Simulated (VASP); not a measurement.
# C (P6_3/mmc) in VASP: notebook, part 2 of 2

VASP 6.6.1.

## (3) Single point, revPBE+D4

This run uses another cell than the first one, of 5.45 Å³/atom.

File INCAR:

```
SYSTEM = C
PREC = Accurate
ENCUT = 520
EDIFF = 1E-7
ISMEAR = -1
SIGMA = 0.05
LREAL = .FALSE.
LASPH = .TRUE.
NELM = 100
ALGO = Normal
ISIF = 2
LWAVE = .FALSE.
LCHARG = .FALSE.
GGA = RE
IVDW = 13
NBANDS = 36
```

File KPOINTS:

```
Automatic mesh
0
G
  12 12 3
  0 0 0
```

File POSCAR:

```
C
1.0
    2.4880133891      0.0000000000      0.0000000000
   -1.2440066945      2.1546827999      0.0000000000
    0.0000000000      0.0000000000     12.1887106107
C
12
Direct
    0.6666666667      0.3333333333      0.3541700000
    0.3333333333      0.6666666667      0.8541700000
    0.6666666667      0.3333333333      0.1458300000
    0.3333333333      0.6666666667      0.6458300000
    0.6666666667      0.3333333333      0.4791700000
    0.3333333333      0.6666666667      0.9791700000
    0.6666666667      0.3333333333      0.0208300000
    0.3333333333      0.6666666667      0.5208300000
    0.0000000000      0.0000000000      0.8125000000
    0.0000000000      0.0000000000      0.3125000000
    0.0000000000      0.0000000000      0.6875000000
    0.0000000000      0.0000000000      0.1875000000
```

Potentials or basis: VASP PAW PBE potentials, release 64 (C).

Started as:

```bash
> cat potpaw_PBE.64/C/POTCAR > POTCAR
> mpirun -np 1 vasp_std > vasp.out
```

OUTCAR:

```text
SYSTEM = C
   PREC = Accurate
   ENCUT = 520
   EDIFF = 1E-7
   ISMEAR = -1
   LREAL = .FALSE.
   LASPH = .TRUE.
   NELM = 100
   ISIF = 2
   GGA = RE
   IVDW = 13

 ion  position               nearest neighbor table
   1  0.667  0.333  0.354-   5 1.52  10 1.52  10 1.52  10 1.52
   2  0.333  0.667  0.854-   6 1.52   9 1.52   9 1.52   9 1.52
   3  0.667  0.333  0.146-   7 1.52  12 1.52  12 1.52  12 1.52
   4  0.333  0.667  0.646-   8 1.52  11 1.52  11 1.52  11 1.52
   5  0.667  0.333  0.479-   8 1.52   8 1.52   8 1.52   1 1.52
   6  0.333  0.667  0.979-   7 1.52   7 1.52   7 1.52   2 1.52
   7  0.667  0.333  0.021-   6 1.52   6 1.52   6 1.52   3 1.52
   8  0.333  0.667  0.521-   5 1.52   5 1.52   5 1.52   4 1.52
   9  0.000  0.000  0.812-  11 1.52   2 1.52   2 1.52   2 1.52
  10  0.000  0.000  0.312-  12 1.52   1 1.52   1 1.52   1 1.52
  11  0.000  0.000  0.688-   9 1.52   4 1.52   4 1.52   4 1.52
  12  0.000  0.000  0.188-  10 1.52   3 1.52   3 1.52   3 1.52

  LATTYP: Found a hexagonal cell.
 ALAT       =     2.4880133891
 C/A-ratio  =     4.8989730779

  Lattice vectors:

 A1 = (   2.4880133891,   0.0000000000,   0.0000000000)
 A2 = (  -1.2440066945,   2.1546827999,   0.0000000000)
 A3 = (   0.0000000000,   0.0000000000,  12.1887106107)

Analysis of symmetry for initial positions (statically):
=====================================================================
 Subroutine PRICEL returns:
 Original cell was already a primitive cell.

 Routine SETGRP: Setting up the symmetry group for a
 hexagonal supercell.

 Subroutine GETGRP returns: Found 24 space group operations
 (whereof 12 operations were pure point group operations)
 out of a pool of 24 trial point group operations.

The static configuration has the point symmetry D_3d.
 The point group associated with its full space group is D_6h.

Analysis of symmetry for dynamics (positions and initial velocities):
=====================================================================
 Subroutine PRICEL returns:
 Original cell was already a primitive cell.

 Routine SETGRP: Setting up the symmetry group for a
 hexagonal supercell.
[... 160 lines left out ...]
 maximum number of plane-waves:      1788
 NGX is ok and might be reduce to    20
   NGX =  9   NGY =  9   NGZ = 45

 number of electron      48.0000001 magnetization

 Free energy of the ion-electron system (eV)
  ---------------------------------------------------
  ext. energy  EPLUGINS =         0.00000000
  ---------------------------------------------------
  free energy    TOTEN  =      -103.87517822 eV

  energy without entropy =     -103.87517822  energy(sigma->0) =     -103.87517822

 E-fermi :  11.5534     XC(G=0): -13.3987

 val. band max:       10.5222494564   @ k =   0.0000   0.0000   0.0000
 cond. band min:      15.0000185465   @ k =   0.3333  -0.0000   0.0000
 fundamental gap:      4.4777690901
 Fermi energy:        11.5533897076

 k-point     1 :       0.0000    0.0000    0.0000
  band No.  band energies     occupation
      1     -11.6839      2.00000
      2     -10.9170      2.00000
      3     -10.8696      2.00000
      4      -8.5812      2.00000
      5      -8.5573      2.00000
      6      -5.6564      2.00000
[... 925 lines left out ...]
     35      19.9658      0.00000
     36      20.7100      0.00000

 [... further k-points ...]

------------------------ aborting loop because EDIFF is reached ----------------------------------------

  DFT-D4 for vdW energy calculation

  Edisp (eV):   -6.21667

  FORCE on cell =-STRESS in cart. coord.  units (eV):
  Direction    XX          YY          ZZ          XY          YZ          ZX
  --------------------------------------------------------------------------------------
  -------------------------------------------------------------------------------------
  Total       4.17402     4.17402     7.89426     0.00000     0.00000     0.00000
  in kB     102.34616   102.34616   193.56551     0.00000     0.00000     0.00000
  external pressure =      132.75 kB  Pullay stress =        0.00 kB

 VOLUME and BASIS-vectors are now :
 -----------------------------------------------------------------------------
  energy-cutoff  :      520.00
  volume of cell :       65.34
      direct lattice vectors                 reciprocal lattice vectors
     2.488013389  0.000000000  0.000000000     0.401927097  0.232052718  0.000000000
    -1.244006694  2.154682800  0.000000000     0.000000000  0.464105436  0.000000000
     0.000000000  0.000000000 12.188710611     0.000000000  0.000000000  0.082043133

 POSITION                                       TOTAL-FORCE (eV/Angst)
 -----------------------------------------------------------------------------------
      1.24401      0.71823      4.31688         0.000000      0.000000      0.331745
     -0.00000      1.43646     10.41123        -0.000000     -0.000000      0.331745
      1.24401      0.71823      1.77748        -0.000000      0.000000     -0.331745
     -0.00000      1.43646      7.87183        -0.000000      0.000000     -0.331745
      1.24401      0.71823      5.84046        -0.000000     -0.000000     -0.023470
     -0.00000      1.43646     11.93482         0.000000      0.000000     -0.023470
      1.24401      0.71823      0.25389        -0.000000     -0.000000      0.023470
     -0.00000      1.43646      6.34825         0.000000      0.000000      0.023470
      0.00000      0.00000      9.90333        -0.000000      0.000000      0.359471
      0.00000      0.00000      3.80897         0.000000      0.000000      0.359471
      0.00000      0.00000      8.37974        -0.000000      0.000000     -0.359471
      0.00000      0.00000      2.28538         0.000000      0.000000     -0.359471
 -----------------------------------------------------------------------------------
    total drift:                               -0.000000      0.000000      0.000000

  FREE ENERGIE OF THE ION-ELECTRON SYSTEM (eV)
  ---------------------------------------------------
  free  energy   TOTEN  =      -110.0918432427 eV

  energy  without entropy=     -110.0918432427  energy(sigma->0) =     -110.09184324
```

stdout:

```text
POSCAR found type information on POSCAR C
 POSCAR found :  1 types and      12 ions
 scaLAPACK will be used
 -----------------------------------------------------------------------------
|                                                                             |
|                                                                             |
|     You enforced a specific xc type in the INCAR file but a different       |
|     I HOPE YOU KNOW WHAT YOU ARE DOING!                                     |
|                                                                             |
 -----------------------------------------------------------------------------

 LDA part: xc-table for (Slater+PW92), standard interpolation
 POSCAR, INCAR and KPOINTS ok, starting setup
 FFT: planning ... GRIDC
 FFT: planning ... GRID_SOFT
 FFT: planning ... GRID
 WAVECAR not read
 entering main loop
```

Run time: 2.8 min. Hardware: 1 thread of Intel Xeon 8259CL, shared host; peak memory 0.21 GiB.

What came out:

| Property | Result |
| --- | --- |
| Free energy | -110.0918 eV |
| Pressure | 13.3 GPa |
| Largest force | 0.359 eV/Å |
| Band gap on the k mesh | 4.48 eV (least direct gap 5.39 eV) |
| Dispersion energy per atom | -0.518 eV |

Forces in eV/Å, atoms in the order of the input:
```
C    0.000  0.000  0.332
C    0.000  0.000  0.332
C    0.000  0.000 -0.332
C    0.000  0.000 -0.332
C    0.000  0.000 -0.023
C    0.000  0.000 -0.023
C    0.000  0.000  0.023
C    0.000  0.000  0.023
C    0.000  0.000  0.359
C    0.000  0.000  0.359
C    0.000  0.000 -0.359
C    0.000  0.000 -0.359
```

Stress tensor (GPa, compression positive):
```
10.23  0.00  0.00
 0.00 10.23  0.00
 0.00  0.00 19.36
```

Levels at points of the mesh, in eV from the valence-band top:
```csv
k point,band 21,band 22,band 23,band 24,band 25,band 26,band 27,band 28
"(0.00, 0.00, 0.00)",-1.03,-0.16,0.00,0.00,5.39,5.39,5.78,6.50
"(0.50, 0.00, 0.00)",-4.24,-4.23,-3.79,-3.01,4.60,5.19,5.34,5.73
```

Caveat: the stress differs along the axes, from 10 to 19 GPa; the PAW data sets were made with another functional, which shifts forces and pressure a little. Expect the measured gap to be larger: semilocal functionals such as revPBE lack the derivative discontinuity.

## (4) Single point, revPBE+D4

This run uses another cell than the first one, of 5.56 Å³/atom.

File INCAR:

```
  PREC = Accurate
  ENCUT = 520
  EDIFF = 1E-7
  ISMEAR = -1
  SIGMA = 0.05
  LREAL = False
  LASPH = True
  NELM = 60
  ALGO = Normal
  ISIF = 2
  LWAVE = False
  LCHARG = False
  GGA = RE
  IVDW = 13
  NBANDS = 36
```

File KPOINTS:

```
regular mesh
0
Gamma
  12 12 3
```

Edit POSCAR of step 3 so:

```diff
@@ -2,5 +2,5 @@
 1.0
-    2.4880133891      0.0000000000      0.0000000000
-   -1.2440066945      2.1546827999      0.0000000000
-    0.0000000000      0.0000000000     12.1887106107
+    2.5051726443      0.0000000000      0.0000000000
+   -1.2525863222      2.1695431509      0.0000000000
+    0.0000000000      0.0000000000     12.2727733403
 C
```

Started as:

```bash
> cat potpaw_PBE.64/C/POTCAR > POTCAR
> mpirun -np 1 vasp_std > vasp.out
```

Wall time 2.4 min (1 thread of Intel Xeon 8259CL, shared host); peak memory 0.21 GiB.

Results (log left out):

```
Free energy                : -110.1643 eV
Pressure                   : 3.4 GPa
Largest force              : 0.347 eV/Å
Band gap on the k mesh     : 4.42 eV (least direct gap 5.35 eV)
Dispersion energy per atom : -0.508 eV
```

Forces in eV/Å, atoms in the order of the input:
```
C    0.000  0.000  0.319
C    0.000  0.000  0.319
C    0.000  0.000 -0.319
C    0.000  0.000 -0.319
C    0.000  0.000 -0.023
C    0.000  0.000 -0.023
C    0.000  0.000  0.023
C    0.000  0.000  0.023
C    0.000  0.000  0.347
C    0.000  0.000  0.347
C    0.000  0.000 -0.347
C    0.000  0.000 -0.347
```

Stress tensor (GPa, compression positive):
```
0.50 0.00 0.00
0.00 0.50 0.00
0.00 0.00 9.15
```

Levels at points of the mesh, in eV from the valence-band top:
```
           k point  band 22  band 23  band 24  band 25  band 26  band 27
(0.00, 0.00, 0.00)    -0.16     0.00     0.00     5.35     5.35     5.72
(0.50, 0.00, 0.00)    -4.15    -3.71    -2.95     4.56     5.14     5.30
```

Caveat: the stress differs along the axes, from 1 to 9 GPa; the PAW data sets were made with another functional, which shifts forces and pressure a little. A hybrid or GW would open this gap; revPBE tends to underestimate it.

## (5) Summary

```tsv
cell	gap on the mesh (eV)	pressure (GPa)	largest force (eV/Å)
a = 2.471, b = 2.471, c = 12.103 Å, angles 90.0, 90.0, 120.0°, 12 atoms	4.53	24.1	0.37
a = 2.488, b = 2.488, c = 12.189 Å, angles 90.0, 90.0, 120.0°, 12 atoms	4.48	13.3	0.36
a = 2.505, b = 2.505, c = 12.273 Å, angles 90.0, 90.0, 120.0°, 12 atoms	4.42	3.4	0.35
```

Alike in all rows: task single point; level revPBE+D4; potentials or basis VASP PAW PBE potentials, release 64 (C); no spin polarisation; k mesh 12 × 12 × 3; cutoff (eV) 520; smearing fermi-dirac 0.05 eV.

Caveats: the PAW data sets were made with another functional, which shifts forces and pressure a little; the stress differs along the axes, from 21 to 31 GPa (at least some runs); the stress differs along the axes, from 10 to 19 GPa (at least some runs); the stress differs along the axes, from 1 to 9 GPa (at least some runs).

Total energies depend on the potentials used, so only differences within one code and one set of settings carry meaning.
